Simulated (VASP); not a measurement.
# NaWO3 in VASP: further runs

Runs on NaWO3. Level: PBEsol. Tasks: single point.

Program: VASP 6.6.1. These are calculated values, not measurements. Logs are shortened: lines on timing, memory, paths and dates and some standing lists are left out, and cuts for length are marked.

**1. The cell of the first run**

The cell holds a disordered packing, 20 atoms: a = 6.708 Å, b = 6.249 Å, c = 6.478 Å, α = 90.84°, β = 85.73°, γ = 85.85°.

**2. Single point, PBEsol**

Input file INCAR:

```
SYSTEM = NaWO3
PREC = Accurate
ENCUT = 520
EDIFF = 1E-6
ISMEAR = -1
SIGMA = 0.3102
LREAL = Auto
LASPH = .TRUE.
NELM = 100
ALGO = Normal
ISIF = 2
LWAVE = .FALSE.
LCHARG = .TRUE.
GGA = PS
LELF = .TRUE.
LVHAR = .TRUE.
NBANDS = 94
ISYM = 0
```

Input file KPOINTS:

```
Automatic mesh
0
Gamma
  1 1 1
  0.25 0.25 0.25
```

Input file POSCAR:

```
NaWO3
1.0
    6.6992580000      0.2351040000      0.2466970000
    0.2351040000      6.2448130000     -0.0511620000
    0.2466970000     -0.0511620000      6.4734860000
Na W O
4 4 12
Direct
    0.3130786078      0.3780550052      0.7258677159
    0.8403124817      0.2734041209      0.8016776947
    0.6284121832      0.8771485963      0.6109255934
    0.2833441575      0.1583674720      0.4174698521
    0.8174165838      0.1004746617      0.3221215379
    0.0775876134     -0.0911772049      0.8484727642
    0.1228334816      0.6849033582      0.3965645981
    0.4872664756      0.7842049202      0.0134353136
    1.0084309851      0.0694032977      0.0914306315
    0.5851420211      0.5104647363     -0.0581671737
    0.7493928611      0.8577390175     -0.0640704756
    0.0649355384      0.0409264907      0.5742716488
    0.3976705923      0.7778392857      0.3641145855
    0.6720961026      0.2893908431      0.5290289841
    0.8424112760      0.7731749361      0.3348804402
    0.0920989547      0.4249869169      0.3289874489
    0.0638457225      0.6329797207      0.6558651645
    0.3845371063      0.9114379784      0.7879666132
    0.6087593748      0.0859656696      0.1943883194
    0.1627199099      0.6706829225      0.0195953102
```

Potentials or basis: VASP PAW PBE potentials, release 64 (Na_pv, W_sv, O).

Started as:

```console
$ cat potpaw_PBE.64/Na_pv/POTCAR potpaw_PBE.64/W_sv/POTCAR potpaw_PBE.64/O/POTCAR > POTCAR
$ mpirun -np 1 vasp_std > vasp.out
```

OUTCAR:

```text
SYSTEM = NaWO3
   PREC = Accurate
   ENCUT = 520
   EDIFF = 1E-6
   ISMEAR = -1
   LREAL = Auto
   LASPH = .TRUE.
   NELM = 100
   ISIF = 2
   GGA = PS
   ISYM = 0

 ion  position               nearest neighbor table
   1  0.313  0.378  0.726-  17 2.30   4 2.44
   2  0.840  0.273  0.802-  14 2.17  10 2.30   6 2.72
   3  0.628  0.877  0.611-  18 1.92  15 2.26  11 2.31   5 2.65   8 2.79
   4  0.283  0.158  0.417-  12 1.92  16 2.14   1 2.44
   5  0.817  0.100  0.322-  19 1.69   9 1.89  14 1.93  15 2.04  12 2.43   3 2.65   7 3.25
   6  0.078  0.909  0.848-   9 1.86  20 1.95  12 1.97  18 2.07  17 2.12  11 2.28   2 2.72   8 3.07
                             7 3.21
   7  0.123  0.685  0.397-  16 1.71  17 1.74  13 1.97  15 1.99  20 2.44  12 2.48   6 3.21   5 3.25
                             8 3.45
   8  0.487  0.784  0.013-  10 1.83  18 1.83  11 1.88  13 2.31  20 2.34  19 2.43   3 2.79   6 3.07
                             7 3.45
   9  0.008  0.069  0.091-   6 1.86   5 1.89
  10  0.585  0.510  0.942-   8 1.83   2 2.30
  11  0.749  0.858  0.936-   8 1.88   6 2.28   3 2.31
  12  0.065  0.041  0.574-   4 1.92   6 1.97   5 2.43   7 2.48
  13  0.398  0.778  0.364-   7 1.97   8 2.31
  14  0.672  0.289  0.529-   5 1.93   2 2.17
  15  0.842  0.773  0.335-   7 1.99   5 2.04   3 2.26
  16  0.092  0.425  0.329-   7 1.71   4 2.14
  17  0.064  0.633  0.656-   7 1.74   6 2.12   1 2.30
  18  0.385  0.911  0.788-   8 1.83   3 1.92   6 2.07
  19  0.609  0.086  0.194-   5 1.69   8 2.43
  20  0.163  0.671  0.020-   6 1.95   8 2.34   7 2.44

IMPORTANT INFORMATION: All symmetrisations will be switched off!
NOSYMM: (Re-)initialisation of all symmetry stuff for point group C_1.

----------------------------------------------------------------------------------------

                                     Primitive cell

  volume of cell :     270.0609

  direct lattice vectors                    reciprocal lattice vectors
     6.699258000  0.235104000  0.246697000     0.149681384 -0.005682288 -0.005749092
     0.235104000  6.244813000 -0.051162000    -0.005682288  0.160358981  0.001483913
     0.246697000 -0.051162000  6.473486000    -0.005749092  0.001483913  0.154707093

  length of vectors
     6.707920024  6.249446443  6.478386987     0.149899491  0.160466486  0.154820990

  position of ions in fractional coordinates (direct lattice)
     0.313078608  0.378055005  0.725867716
     0.840312482  0.273404121  0.801677695
     0.628412183  0.877148596  0.610925593
     0.283344157  0.158367472  0.417469852
     0.817416584  0.100474662  0.322121538
     0.077587613  0.908822795  0.848472764
[... 12 lines left out ...]
     0.608759375  0.085965670  0.194388319
     0.162719910  0.670682922  0.019595310

  ion indices of the primitive-cell ions
   primitive index   ion index
                 1           1
                 2           2
                 3           3
                 4           4
                 5           5
                 6           6
[... 12 lines left out ...]
                19          19
                20          20

----------------------------------------------------------------------------------------

 KPOINTS: Automatic mesh

Automatic generation of k-mesh.
 Grid dimensions read from file:
 generate k-points for:    1    1    1

 Generating k-lattice:

  Cartesian coordinates                     Fractional coordinates (reciprocal lattice)
     0.149681384 -0.005682288 -0.005749092     1.000000000  0.000000000  0.000000000
    -0.005682288  0.160358981  0.001483913     0.000000000  1.000000000  0.000000000
    -0.005749092  0.001483913  0.154707093     0.000000000 -0.000000000  1.000000000

  Length of vectors
     0.149899491  0.160466486  0.154820990

  Shift w.r.t. Gamma in fractional coordinates (k-lattice)
     0.250000000  0.250000000  0.250000000

 Subroutine IBZKPT returns following result:
 ===========================================

 Found      1 irreducible k-points:

 Following reciprocal coordinates:
            Coordinates               Weight
  0.250000  0.250000  0.250000      2.000000
   k-points           NKPTS =      1   k-points in BZ     NKDIM =      1   number of bands    NBANDS=     94
   number of dos      NEDOS =    301   number of ions     NIONS =     20
   total plane-waves  NPLWV = 115200
   dimension x,y,z NGX =    50 NGY =   48 NGZ =   48
   dimension x,y,z NGXF=   100 NGYF=   96 NGZF=   96
   ions per type =               4   4  12
   NGX,Y,Z   is equivalent  to a cutoff of  12.39, 12.77, 12.32 a.u.
   NGXF,Y,Z  is equivalent  to a cutoff of  24.78, 25.54, 24.64 a.u.
 SYSTEM =  NaWO3
   PREC   = accura    normal or accurate (medium, high low for compatibility)
   ISTART =      0    job   : 0-new  1-cont  2-samecut
   ICHARG =      2    charge: 1-file 2-atom 10-const
   ISPIN  =      1    spin polarized calculation?
   LNONCOLLINEAR =      F non collinear calculations
   LSORBIT =      F    spin-orbit coupling
   LASPH  =      T    aspherical Exc in radial PAW
   ENCUT  =  520.0 eV  38.22 Ry    6.18 a.u.  12.47 11.62 12.05*2*pi/ulx,y,z
   NELM   =    100;   NELMIN=  2; NELMDL= -5     # of ELM steps
   EDIFF  = 0.1E-05   stopping-criterion for ELM
   LREAL  =      T    real-space projection
   EDIFFG = 0.1E-04   stopping-criterion for IOM
   NSW    =      0    number of steps for IOM
   IBRION =     -1    ionic relax: 0-MD 1-quasi-New 2-CG
   NFREE  =      0    steps in history (QN), initial steepest desc. (CG)
   ISIF   =      2    stress and relaxation
   ISYM   =      0    0-nonsym 1-usesym 2-fastsym
   POTIM  = 0.5000    time-step for ionic-motion
   TEBEG  =    0.0;   TEEND  =   0.0 temperature during run
   PSTRESS=    0.0 pullay stress
   NELECT =     156.0000    total number of electrons
   NUPDOWN=      -1.0000    fix difference up-down
   EMIN   =  10.00;   EMAX   =-10.00  energy-range for DOS
   EFERMI =   0.00;   METHOD = LEGACY
   ISMEAR =    -1;   SIGMA  =   0.31  broadening in eV -4-tet -1-fermi 0-gaus
   EFERMI_NEDOS =   21; number of points for ismear=-14 and -15
   IALGO  =     38    algorithm
   IMIX   =      4    mixing-type and parameters
     AMIX     =   0.40;   BMIX     =  1.00
     AMIX_MAG =   1.60;   BMIX_MAG =  1.00
  volume/ion in A,a.u.               =      13.50        91.12
  Fermi-wavevector in a.u.,A,eV,Ry     =   1.363418  2.576487 25.291999  1.858909
  Thomas-Fermi vector in A             =   2.489823
   LORBIT       =      0    0 simple, 1 ext, 2 COOP (PROOUT), +10 PAW based schemes
   GGA     = PS    functional components
   LHFCALC =     F    Hartree Fock is set to
   AEXX    =    0.0000 exact exchange contribution
   IVDW    =     0    specifies the selected vdW correction
   LEPSILON=     F    determine dielectric tensor
   LRPA    =     F    only Hartree local field effects (RPA)
 non-spin polarized calculation
  energy-cutoff  :      520.00
  volume of cell :      270.06
 maximum number of plane-waves:      7280
 NGX is ok and might be reduce to    50
   NGX = 25   NGY = 23   NGZ = 25

 number of electron     155.9999987 magnetization

 Free energy of the ion-electron system (eV)
  ---------------------------------------------------
  ext. energy  EPLUGINS =         0.00000000
  ---------------------------------------------------
  free energy    TOTEN  =      -154.12478505 eV

  energy without entropy =     -152.07968613  energy(sigma->0) =     -153.10223559

 E-fermi :   4.5636     XC(G=0): -10.0668

 val. band max:        4.5095621689   @ k =   0.2500   0.2500   0.2500
 cond. band min:       4.7302897062   @ k =   0.2500   0.2500   0.2500
 fundamental gap:      0.2207275373
 Fermi energy:         4.5635979881

 k-point     1 :       0.2500    0.2500    0.2500
  band No.  band energies     occupation
      1     -71.9519      2.00000
      2     -71.8910      2.00000
      3     -71.5072      2.00000
      4     -71.2846      2.00000
      5     -36.4931      2.00000
      6     -36.4367      2.00000
[... 82 lines left out ...]
     89       6.8632      0.00121
     90       7.0716      0.00062
 [bands above 90 left out]

------------------------ aborting loop because EDIFF is reached ----------------------------------------

  FORCE on cell =-STRESS in cart. coord.  units (eV):
  Direction    XX          YY          ZZ          XY          YZ          ZX
  --------------------------------------------------------------------------------------
  -------------------------------------------------------------------------------------
  Total       -5.6544557      5.7018191     17.7695462     -1.1156251     -3.2606291      0.1183150
  in kB      -33.5459153     33.8269063    105.4205263     -6.6186149    -19.3441766      0.7019218
  external PRESSURE =      35.2338391 kB  Pullay stress =       0.0000000 kB

 VOLUME and BASIS-vectors are now :
 -----------------------------------------------------------------------------
  energy-cutoff  :      520.00
  volume of cell :      270.06
      direct lattice vectors                 reciprocal lattice vectors
     6.699258000  0.235104000  0.246697000     0.149681384 -0.005682288 -0.005749092
     0.235104000  6.244813000 -0.051162000    -0.005682288  0.160358981  0.001483913
     0.246697000 -0.051162000  6.473486000    -0.005749092  0.001483913  0.154707093

 POSITION                                       TOTAL-FORCE (eV/Angst)
 -----------------------------------------------------------------------------------
      2.36535      2.39735      4.75679         0.833907      0.443080      1.204683
      5.89152      1.86390      5.38296        -0.721777      1.353859      0.398920
      4.56683      5.59411      4.06497         1.283714     -1.117458     -1.174208
      2.03842      1.03423      2.76428         2.534429      0.195477     -2.105051
      5.57917      0.80314      2.28176         1.829560      1.560293      3.679376
      0.94276      5.65026      5.46522        -1.093018     -3.422262      0.565923
[... 12 lines left out ...]
      4.14640      0.67002      1.40415        -4.641875     -0.116498     -1.948177
      1.25262      4.22554      0.13268         1.909274      0.876235      0.685762
 -----------------------------------------------------------------------------------
    total drift:                                0.007889     -0.013429      0.005179

  FREE ENERGIE OF THE ION-ELECTRON SYSTEM (eV)
  ---------------------------------------------------
  free  energy   TOTEN  =      -154.1247850514 eV

  energy  without entropy=     -152.0796861259  energy(sigma->0) =     -153.10223559
```

It took 55 s on 1 thread of Intel Xeon 6975P-C (Granite Rapids), shared host; peak memory 0.34 GiB.

Results:

* Free energy: -154.1248 eV
* Pressure: 3.5 GPa
* Largest force: 6.408 eV/Å

Forces in eV/Å, atoms in the order of the input:
```
Na   0.834  0.443  1.205
Na  -0.722  1.354  0.399
Na   1.284 -1.117 -1.174
Na   2.534  0.195 -2.105
W    1.830  1.560  3.679
W   -1.093 -3.422  0.566
W   -0.640  3.762 -5.147
W    2.674 -3.162  3.298
O    1.137  1.603 -0.242
O   -1.887  1.282  0.544
O    0.989  0.083 -2.128
O   -2.398 -0.644  0.759
O   -1.423 -0.562 -1.953
O    0.907 -1.788 -1.082
O    1.561  1.707  0.759
O    0.094 -3.250 -0.767
O   -0.071 -0.203  4.624
O   -2.878  1.398  0.029
O   -4.642 -0.116 -1.948
O    1.909  0.876  0.686
```

Levels at points of the mesh, in eV from the Fermi level:
| k point | band 76 | band 77 | band 78 | band 79 | band 80 | band 81 |
| --- | --- | --- | --- | --- | --- | --- |
| (0.25, 0.25, 0.25) | -2.33 | -0.26 | -0.05 | 0.17 | 0.49 | 0.68 |

Caveat: the k points lie up to 1.01 Å⁻¹ apart, too coarse for converged energies, forces and pressures; the atoms stand as in a frame of molecular dynamics; so wide a smearing shifts energies and pressures; the PAW data sets were made with another functional, which shifts forces and pressure a little; spin-orbit coupling is left out, which moves the levels of the heavy elements.

(Part 1 of 2 ends here.)
